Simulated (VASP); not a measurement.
Here is a VASP 6.6.1 calculation.

The input INCAR:

```
PREC = Accurate
ENCUT = 520
EDIFF = 1E-8
ISMEAR = -1
SIGMA = 0.15
LREAL = False
LASPH = True
NELM = 60
ALGO = Normal
ISIF = 2
LWAVE = False
LCHARG = True
IBRION = 8
NSW = 1
```

Contents of KPOINTS:

```
regular mesh
0
Gamma
  18 18 10
```

The input POSCAR:

```
Ti2O
1.0
    2.9305479371      0.0000000000      0.0000000000
   -1.4652739686      2.5379289606      0.0000000000
    0.0000000000      0.0000000000      4.6710209581
Ti O
2 1
Direct
    0.6666666667      0.3333333333      0.2602113922
    0.3333333333      0.6666666667      0.7397886078
    0.0000000000      0.0000000000      0.0000000000
```

Potentials or basis: VASP PAW LDA potentials, release 64 (Ti_sv, O).

Run with:

```bash
$ cat potpaw_LDA.64/Ti_sv/POTCAR potpaw_LDA.64/O/POTCAR > POTCAR
$ mpirun -np 1 vasp_std > vasp.out
```

(1) Predict the highest phonon frequency at Γ, LO-TO splitting left out.

Answers

(1) 529 cm⁻¹.
